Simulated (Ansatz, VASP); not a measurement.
## Si2Ge in VASP and in Ansatz

```
Si Ge
1.0
     3.95103   -0.00031   -0.00055
    -0.00171    6.76650   -0.01663
    -0.00180   -0.02340    9.59928
Si Ge
8 4
Cartesian
  -0.0011 -0.0091 3.6236
  1.9748 3.3730 3.6164
  3.9501 2.2534 0.3720
  1.9746 5.6358 0.3654
  -0.0005 -0.0134 5.9748
  1.9726 3.3689 5.9675
  1.9728 1.1060 9.2179
  3.9484 4.4901 9.2080
  1.9749 1.1088 6.7918
  3.9481 4.4923 6.7822
  3.9504 2.2508 2.7980
  1.9727 5.6333 2.7912
```

Change from the starting cell: cell x2, atoms moved at random (sigma 0.15 Å) and cell strained at random (1.5 %), then relaxed without symmetry.

Alike in both runs: functional PBE; k mesh 4 × 2 × 2; occupations gaussian, width 0.1 eV; no spin polarisation.

Ansatz relaxed the structure, and its values are those at the end. VASP's run is a single point on that final structure, the one shown.

|  | VASP | Ansatz |
| --- | --- | --- |
| version | VASP 6.6.1 | Ansatz 0.2.0 |
| potentials or method | VASP PAW PBE potentials, release 64 (Si, Ge_d), cutoff 520 eV | scalar-relativistic, plane waves, PAW |
| valence electrons in the cell | 88 | 88 |

Ansatz gave:

- gap on the k mesh at the Fermi level (eV): 0.60
- least direct gap on the mesh (eV): 0.60
- pressure (GPa): 0.1
- rms of the force components (eV/Å): 0.006

Q: Which values does VASP return?

A: gap on the k mesh at the Fermi level (eV): 0.60; least direct gap on the mesh (eV): 0.60; pressure (GPa): 0.0; rms of the force components (eV/Å): 0.007.

The functional is the same, so the differences come from potentials, cutoffs and numerics.

The k mesh is coarse, so the values compare programs but aren't converged.
